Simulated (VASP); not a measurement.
# H9O4F in VASP: further runs, part 2 of 2

VASP 6.6.1. Earlier steps stand in the parts before.

## 5. Single point, PBE

INCAR reads:

```
ALGO = Normal
EDIFF = 1E-7
ENCUT = 520
GGA = PE
ISIF = 2
ISMEAR = -1
LASPH = T
LCHARG = F
LREAL = F
LWAVE = F
NBANDS = 33
NELM = 100
PREC = Accurate
SIGMA = 0.05
```

KPOINTS reads:

```
k-points
0
Gamma
  1 1 1
```

POSCAR reads:

```
H9O4F
1.0
    5.3601080000      0.0000000000      0.0000000000
    0.0000000000      5.3601080000      0.0000000000
    0.0000000000      0.0000000000      5.3601080000
O H F
4 9 1
Direct
    0.3118407316      0.4306816206      0.4813335851
    0.7802641290      0.1093261554      0.6046146831
    0.1495119128      0.8385278804      0.6885682154
    0.9093473490      0.5776935838      0.0653904735
    0.2789682596      0.3680895982      0.3143033685
    0.2493419909      0.3059826406      0.5988125612
    0.6999858958      0.0975726608      0.4474723271
    0.9291230699     -0.0363985203      0.5923947801
    0.2031488918      0.6728968894      0.6088123598
    0.0844012845      0.7792753430      0.8503933130
    0.8397218862      0.4445432816     -0.0387305629
    0.7862528143      0.6214053896      0.1899402027
    0.5908463038      0.1528887105      0.8220170191
    0.5165007869      0.2132419720      0.9697565795
```

Potentials or basis: VASP PAW PBE potentials, release 64 (O, H, F).

Launch:

```
> cat potpaw_PBE.64/O/POTCAR potpaw_PBE.64/H/POTCAR potpaw_PBE.64/F/POTCAR > POTCAR
> mpirun -np 1 vasp_gam > vasp.out
```

OUTCAR:

```text
EDIFF = 1E-7
   ENCUT = 520
   GGA = PE
   ISIF = 2
   ISMEAR = -1
   LASPH = T
   LREAL = F
   NELM = 100
   PREC = Accurate

 ion  position               nearest neighbor table
   1  0.312  0.431  0.481-   5 0.97   6 0.98
   2  0.780  0.109  0.605-   7 0.95   8 1.12
   3  0.150  0.839  0.689-  10 0.99   9 1.03
   4  0.909  0.578  0.065-  12 0.97  11 0.98
   5  0.279  0.368  0.314-   1 0.97
   6  0.249  0.306  0.599-   1 0.98
   7  0.700  0.098  0.447-   2 0.95
   8  0.929  0.964  0.592-   2 1.12
   9  0.203  0.673  0.609-   3 1.03
  10  0.084  0.779  0.850-   3 0.99
  11  0.840  0.445  0.961-   4 0.98
  12  0.786  0.621  0.190-   4 0.97
  13  0.591  0.153  0.822-  14 0.94
  14  0.517  0.213  0.970-  13 0.94

  LATTYP: Found a simple cubic cell.
 ALAT       =     5.3601080000
[... 192 lines left out ...]
      3     -22.5430      2.00000
      4     -22.0874      2.00000
      5     -21.4383      2.00000
      6     -10.8093      2.00000
[... 24 lines left out ...]
     31       8.5518      0.00000
     32       8.8056      0.00000
 [bands above 32 left out]

------------------------ aborting loop because EDIFF is reached ----------------------------------------

  FORCE on cell =-STRESS in cart. coord.  units (eV):
  Direction    XX          YY          ZZ          XY          YZ          ZX
  --------------------------------------------------------------------------------------
  -------------------------------------------------------------------------------------
  Total        0.6865755     -0.4131426      1.7668594      0.3388832     -0.0324996      0.4562870
  in kB        7.1429609     -4.2982327     18.3819655      3.5256570     -0.3381175      4.7470960
  external PRESSURE =       7.0755645 kB  Pullay stress =       0.0000000 kB

 VOLUME and BASIS-vectors are now :
 -----------------------------------------------------------------------------
  energy-cutoff  :      520.00
  volume of cell :      154.00
      direct lattice vectors                 reciprocal lattice vectors
     5.360108000  0.000000000  0.000000000     0.186563405  0.000000000  0.000000000
     0.000000000  5.360108000  0.000000000     0.000000000  0.186563405  0.000000000
     0.000000000  0.000000000  5.360108000     0.000000000  0.000000000  0.186563405

 POSITION                                       TOTAL-FORCE (eV/Angst)
 -----------------------------------------------------------------------------------
      1.67150      2.30850      2.58000         0.259336     -0.207170      0.164198
      4.18230      0.58600      3.24080         1.622003     -1.282605      0.426219
      0.80140      4.49460      3.69080         0.068881     -0.990570     -0.178403
      4.87420      3.09650      0.35050         0.584038     -0.058148     -0.291627
      1.49530      1.97300      1.68470        -0.264020      0.072457     -0.046180
      1.33650      1.64010      3.20970         0.045017     -0.228283     -0.253421
      3.75200      0.52300      2.39850        -0.804440      0.273675     -1.092266
      4.98020      5.16501      3.17530        -0.986963      1.345626      0.969055
      1.08890      3.60680      3.26330        -0.042981      0.992985     -0.186799
      0.45240      4.17700      4.55820        -0.158815      0.128041      0.123607
      4.50100      2.38280      5.15251        -0.299019      0.256432      0.381969
      4.21440      3.33080      1.01810        -0.215579     -0.230093     -0.049410
      3.16700      0.81950      4.40610         1.241495     -0.802769     -1.817062
      2.76850      1.14300      5.19800        -1.048952      0.730422      1.850120
 -----------------------------------------------------------------------------------
    total drift:                                0.001297     -0.000155      0.000656

  FREE ENERGIE OF THE ION-ELECTRON SYSTEM (eV)
  ---------------------------------------------------
  free  energy   TOTEN  =       -66.2717074639 eV

  energy  without entropy=      -66.2717074639  energy(sigma->0) =      -66.27170746
```

OSZICAR:

```text
N       E                     dE             d eps       ncg     rms          rms(c)
DAV:   1     0.304812929110E+03    0.30481E+03   -0.22973E+04    66   0.111E+03
DAV:   2    -0.496009441844E+02   -0.35441E+03   -0.34448E+03    84   0.292E+02
DAV:   3    -0.726767107326E+02   -0.23076E+02   -0.22987E+02    84   0.786E+01
DAV:   4    -0.729478087652E+02   -0.27110E+00   -0.27081E+00    84   0.941E+00
DAV:   5    -0.729507293207E+02   -0.29206E-02   -0.29203E-02    92   0.926E-01    0.157E+01
DAV:   6    -0.664464719292E+02    0.65043E+01   -0.18934E+01    84   0.235E+01    0.588E+00
DAV:   7    -0.663389347459E+02    0.10754E+00   -0.90955E-01    76   0.453E+00    0.375E+00
DAV:   8    -0.662757624182E+02    0.63172E-01   -0.20719E-01    84   0.298E+00    0.595E-01
DAV:   9    -0.662700710483E+02    0.56914E-02   -0.24128E-02    84   0.918E-01    0.240E-01
DAV:  10    -0.662720267046E+02   -0.19557E-02   -0.48164E-03    68   0.391E-01    0.112E-01
DAV:  11    -0.662717817057E+02    0.24500E-03   -0.64588E-04    68   0.177E-01    0.197E-02
DAV:  12    -0.662717260730E+02    0.55633E-04   -0.41756E-05    84   0.420E-02    0.130E-02
DAV:  13    -0.662717088271E+02    0.17246E-04   -0.12215E-05    68   0.262E-02    0.660E-03
DAV:  14    -0.662717075133E+02    0.13138E-05   -0.24641E-06    84   0.101E-02    0.245E-03
DAV:  15    -0.662717074639E+02    0.49399E-07   -0.91616E-07    84   0.624E-03
   1 F= -.66271707E+02 E0= -.66271707E+02  d E =-.142933E-10
```

stdout:

```text
POSCAR found type information on POSCAR O H F
 POSCAR found :  3 types and      14 ions
 scaLAPACK will be used
 LDA part: xc-table for (Slater+PW92), standard interpolation
 POSCAR, INCAR and KPOINTS ok, starting setup
 FFT: planning ... GRIDC
 FFT: planning ... GRID_SOFT
 FFT: planning ... GRID
 WAVECAR not read
 entering main loop
```

Run time: 8.9 s. Hardware: 1 thread of AMD EPYC 9R45 (Zen 5), shared host; peak memory 0.18 GiB.

Results:

```yaml
Free_energy: -66.2717 eV
Pressure: 0.7 GPa
Largest_force: 2.343 eV/Å
Band_gap_on_the_k_mesh: 4.75 eV
```

Forces in eV/Å, atoms in the order of the input:
```
O    0.259 -0.207  0.164
O    1.622 -1.283  0.426
O    0.069 -0.991 -0.178
O    0.584 -0.058 -0.292
H   -0.264  0.072 -0.046
H    0.045 -0.228 -0.253
H   -0.804  0.274 -1.092
H   -0.987  1.346  0.969
H   -0.043  0.993 -0.187
H   -0.159  0.128  0.124
H   -0.299  0.256  0.382
H   -0.216 -0.230 -0.049
H    1.241 -0.803 -1.817
F   -1.049  0.730  1.850
```

Caveat: the k points lie up to 1.17 Å⁻¹ apart.

## 6. Single point, PBE

INCAR reads:

```
SYSTEM = H9O4F
ALGO = Normal
EDIFF = 1E-7
ENCUT = 520
GGA = PE
ISIF = 2
ISMEAR = -1
LASPH = .True.
LCHARG = .True.
LELF = .True.
LREAL = .False.
LVHAR = .True.
LWAVE = .False.
NBANDS = 33
NELM = 60
PREC = Accurate
SIGMA = 0.05
```

KPOINTS reads:

```
k-points
0
Gamma
  1 1 1
  0 0 0
```

POSCAR reads:

```
H9O4F
1.0
    5.3601080000      0.0000000000      0.0000000000
    0.0000000000      5.3601080000      0.0000000000
    0.0000000000      0.0000000000      5.3601080000
O H F
4 9 1
Direct
    0.3515227678      0.4510170317      0.4187229063
    0.7081014039      0.1078523045      0.6031594886
    0.1265086450      0.8713816960      0.6861802038
    0.9391228684      0.5514814254      0.0745693930
    0.2756474310      0.4086857951      0.2584462850
    0.2520285039      0.3484817843      0.5312019832
    0.6599867018      0.2002571590      0.4494685555
    0.8871463038      0.0643084057      0.5870404104
    0.2335587268      0.7888087330      0.5484217855
    0.0851848508      0.7521676802      0.8085471412
    0.8170171198      0.4232004281      0.0467901020
    0.8599453593      0.6911054777      0.1566759476
    0.6062750974      0.1332808966      0.8581543506
    0.5373585756      0.1703510452      1.0254270996
```

Potentials or basis: VASP PAW PBE potentials, release 64 (O, H, F).

Launch:

```
> cat potpaw_PBE.64/O/POTCAR potpaw_PBE.64/H/POTCAR potpaw_PBE.64/F/POTCAR > POTCAR
> mpirun -np 1 vasp_gam > vasp.out
```

OUTCAR:

```text
SYSTEM = H9O4F
   EDIFF = 1E-7
   ENCUT = 520
   GGA = PE
   ISIF = 2
   ISMEAR = -1
   LASPH = .True.
   LREAL = .False.
   NELM = 60
   PREC = Accurate

 ion  position               nearest neighbor table
   1  0.352  0.451  0.419-   6 0.97   5 0.98
   2  0.708  0.108  0.603-   8 0.99   7 1.00
   3  0.127  0.871  0.686-  10 0.94   9 1.03
   4  0.939  0.551  0.075-  11 0.96  12 0.97
   5  0.276  0.409  0.258-   1 0.98
   6  0.252  0.348  0.531-   1 0.97
   7  0.660  0.200  0.449-   2 1.00
   8  0.887  0.064  0.587-   2 0.99
   9  0.234  0.789  0.548-   3 1.03
  10  0.085  0.752  0.809-   3 0.94
  11  0.817  0.423  0.047-   4 0.96
  12  0.860  0.691  0.157-   4 0.97
  13  0.606  0.133  0.858-  14 0.99
  14  0.537  0.170  0.025-  13 0.99

  LATTYP: Found a simple cubic cell.
 ALAT       =     5.3601080000

  Lattice vectors:

 A1 = (   5.3601080000,   0.0000000000,   0.0000000000)
 A2 = (   0.0000000000,   5.3601080000,   0.0000000000)
 A3 = (   0.0000000000,   0.0000000000,   5.3601080000)

Analysis of symmetry for initial positions (statically):
=====================================================================
 Subroutine PRICEL returns:
 Original cell was already a primitive cell.

 Routine SETGRP: Setting up the symmetry group for a
 simple cubic supercell.

 Subroutine GETGRP returns: Found  1 space group operations
 (whereof  1 operations were pure point group operations)
 out of a pool of 48 trial point group operations.

The static configuration has the point symmetry C_1 .

Analysis of symmetry for dynamics (positions and initial velocities):
=====================================================================
 Subroutine PRICEL returns:
 Original cell was already a primitive cell.

 Routine SETGRP: Setting up the symmetry group for a
 simple cubic supercell.

 Subroutine GETGRP returns: Found  1 space group operations
 (whereof  1 operations were pure point group operations)
 out of a pool of 48 trial point group operations.

The dynamic configuration has the point symmetry C_1 .

 Subroutine INISYM returns: Found  1 space group operations
 (whereof  1 operations are pure point group operations),
 and found     1 'primitive' translations

----------------------------------------------------------------------------------------

                                     Primitive cell

  volume of cell :     154.0000

  direct lattice vectors                    reciprocal lattice vectors
     5.360108000  0.000000000  0.000000000     0.186563405  0.000000000  0.000000000
     0.000000000  5.360108000  0.000000000     0.000000000  0.186563405  0.000000000
     0.000000000  0.000000000  5.360108000     0.000000000  0.000000000  0.186563405

  length of vectors
     5.360108000  5.360108000  5.360108000     0.186563405  0.186563405  0.186563405

  position of ions in fractional coordinates (direct lattice)
     0.351522768  0.451017032  0.418722906
     0.708101404  0.107852304  0.603159489
[... 60 lines left out ...]
   number of dos      NEDOS =    301   number of ions     NIONS =     14
   total plane-waves  NPLWV =  64000
   dimension x,y,z NGX =    40 NGY =   40 NGZ =   40
   dimension x,y,z NGXF=    80 NGYF=   80 NGZF=   80
   ions per type =               4   9   1
   NGX,Y,Z   is equivalent  to a cutoff of  12.41, 12.41, 12.41 a.u.
   NGXF,Y,Z  is equivalent  to a cutoff of  24.81, 24.81, 24.81 a.u.
 SYSTEM =  H9O4F
   PREC   = accura    normal or accurate (medium, high low for compatibility)
   ISTART =      0    job   : 0-new  1-cont  2-samecut
   ICHARG =      2    charge: 1-file 2-atom 10-const
   ISPIN  =      1    spin polarized calculation?
   LNONCOLLINEAR =      F non collinear calculations
   LSORBIT =      F    spin-orbit coupling
   LASPH  =      T    aspherical Exc in radial PAW
   ENCUT  =  520.0 eV  38.22 Ry    6.18 a.u.   9.97  9.97  9.97*2*pi/ulx,y,z
   NELM   =     60;   NELMIN=  2; NELMDL= -5     # of ELM steps
   EDIFF  = 0.1E-06   stopping-criterion for ELM
   LREAL  =      F    real-space projection
   EDIFFG = 0.1E-05   stopping-criterion for IOM
   NSW    =      0    number of steps for IOM
   IBRION =     -1    ionic relax: 0-MD 1-quasi-New 2-CG
   NFREE  =      0    steps in history (QN), initial steepest desc. (CG)
   ISIF   =      2    stress and relaxation
   ISYM   =      2    0-nonsym 1-usesym 2-fastsym
   POTIM  = 0.5000    time-step for ionic-motion
   TEBEG  =    0.0;   TEEND  =   0.0 temperature during run
   PSTRESS=    0.0 pullay stress
   NELECT =      40.0000    total number of electrons
   NUPDOWN=      -1.0000    fix difference up-down
   EMIN   =  10.00;   EMAX   =-10.00  energy-range for DOS
   EFERMI =   0.00;   METHOD = LEGACY
   ISMEAR =    -1;   SIGMA  =   0.05  broadening in eV -4-tet -1-fermi 0-gaus
   EFERMI_NEDOS =   21; number of points for ismear=-14 and -15
   IALGO  =     38    algorithm
   IMIX   =      4    mixing-type and parameters
     AMIX     =   0.40;   BMIX     =  1.00
     AMIX_MAG =   1.60;   BMIX_MAG =  1.00
  volume/ion in A,a.u.               =      11.00        74.23
  Fermi-wavevector in a.u.,A,eV,Ry     =   1.044531  1.973877 14.844565  1.091045
  Thomas-Fermi vector in A             =   2.179288
   LORBIT       =      0    0 simple, 1 ext, 2 COOP (PROOUT), +10 PAW based schemes
   GGA     = PE    functional components
   LHFCALC =     F    Hartree Fock is set to
   AEXX    =    0.0000 exact exchange contribution
   IVDW    =     0    specifies the selected vdW correction
   LEPSILON=     F    determine dielectric tensor
   LRPA    =     F    only Hartree local field effects (RPA)
 non-spin polarized calculation
  energy-cutoff  :      520.00
  volume of cell :      154.00
 maximum number of plane-waves:      2070
 NGX is ok and might be reduce to    40
   NGX = 19   NGY = 19   NGZ = 19

 number of electron      39.9999980 magnetization

 Free energy of the ion-electron system (eV)
  ---------------------------------------------------
  ext. energy  EPLUGINS =         0.00000000
  ---------------------------------------------------
  free energy    TOTEN  =       -66.25995899 eV

  energy without entropy =      -66.25995899  energy(sigma->0) =      -66.25995899

 E-fermi :  -2.7759     XC(G=0):  -6.5614

 val. band max:       -4.0483410018   @ k =   0.0000   0.0000   0.0000
 cond. band min:       0.6054638617   @ k =   0.0000   0.0000   0.0000
 fundamental gap:      4.6538048635
 Fermi energy:        -2.7758507744

 k-point     1 :       0.0000    0.0000    0.0000
  band No.  band energies     occupation
      1     -25.9975      2.00000
      2     -22.8122      2.00000
      3     -22.5100      2.00000
      4     -22.2455      2.00000
      5     -21.7741      2.00000
      6     -10.8111      2.00000
[... 24 lines left out ...]
     31       8.3800      0.00000
     32       8.9095      0.00000
 [bands above 32 left out]

------------------------ aborting loop because EDIFF is reached ----------------------------------------

  FORCE on cell =-STRESS in cart. coord.  units (eV):
  Direction    XX          YY          ZZ          XY          YZ          ZX
  --------------------------------------------------------------------------------------
  -------------------------------------------------------------------------------------
  Total        0.8889166      0.9432495     -0.0852650      0.3402648     -0.6983115      1.1458805
  in kB        9.2480668      9.8133332     -0.8870754      3.5400301     -7.2650593     11.9214554
  external PRESSURE =       6.0581082 kB  Pullay stress =       0.0000000 kB

 VOLUME and BASIS-vectors are now :
 -----------------------------------------------------------------------------
  energy-cutoff  :      520.00
  volume of cell :      154.00
      direct lattice vectors                 reciprocal lattice vectors
     5.360108000  0.000000000  0.000000000     0.186563405  0.000000000  0.000000000
     0.000000000  5.360108000  0.000000000     0.000000000  0.186563405  0.000000000
     0.000000000  0.000000000  5.360108000     0.000000000  0.000000000  0.186563405

 POSITION                                       TOTAL-FORCE (eV/Angst)
 -----------------------------------------------------------------------------------
      1.88420      2.41750      2.24440        -0.164006     -0.167031     -0.001529
      3.79550      0.57810      3.23300         0.381605      0.480210     -1.078160
      0.67810      4.67070      3.67800         1.825110      1.125774     -3.245683
      5.03380      2.95600      0.39970         1.099048      0.395179     -0.148355
      1.47750      2.19060      1.38530         0.038937      0.319533     -0.227305
      1.35090      1.86790      2.84730         0.149497      0.026507      0.313524
      3.53760      1.07340      2.40920        -0.219638     -0.181503      1.099182
      4.75520      0.34470      3.14660        -0.192590     -0.569075      0.478929
      1.25190      4.22810      2.93960        -1.174181      0.359999      1.916364
      0.45660      4.03170      4.33390        -0.432901     -1.600214      1.159438
      4.37930      2.26840      0.25080        -0.867948     -0.319253     -0.072164
      4.60940      3.70440      0.83980        -0.384597     -0.095707      0.195376
      3.24970      0.71440      4.59980        -0.097609      0.068701     -0.645634
      2.88030      0.91310      0.13629         0.039272      0.156879      0.256016
 -----------------------------------------------------------------------------------
    total drift:                               -0.000423     -0.000884      0.000736

  FREE ENERGIE OF THE ION-ELECTRON SYSTEM (eV)
  ---------------------------------------------------
  free  energy   TOTEN  =       -66.2599589942 eV

  energy  without entropy=      -66.2599589942  energy(sigma->0) =      -66.25995899
```

Wall time 10 s (1 thread of AMD EPYC 9R45 (Zen 5), shared host); peak memory 0.18 GiB.

What came out:

```
Free energy            : -66.2600 eV
Pressure               : 0.6 GPa
Largest force          : 3.890 eV/Å
Band gap on the k mesh : 4.65 eV
```

Forces on the atoms (eV/Å):
```
O   -0.164 -0.167 -0.002
O    0.382  0.480 -1.078
O    1.825  1.126 -3.246
O    1.099  0.395 -0.148
H    0.039  0.320 -0.227
H    0.149  0.027  0.314
H   -0.220 -0.182  1.099
H   -0.193 -0.569  0.479
H   -1.174  0.360  1.916
H   -0.433 -1.600  1.159
H   -0.868 -0.319 -0.072
H   -0.385 -0.096  0.195
H   -0.098  0.069 -0.646
F    0.039  0.157  0.256
```

Stress tensor (GPa, compression positive):
```
 0.92  0.35  1.19
 0.35  0.98 -0.73
 1.19 -0.73 -0.09
```

Caveat: the k points lie up to 1.17 Å⁻¹ apart.
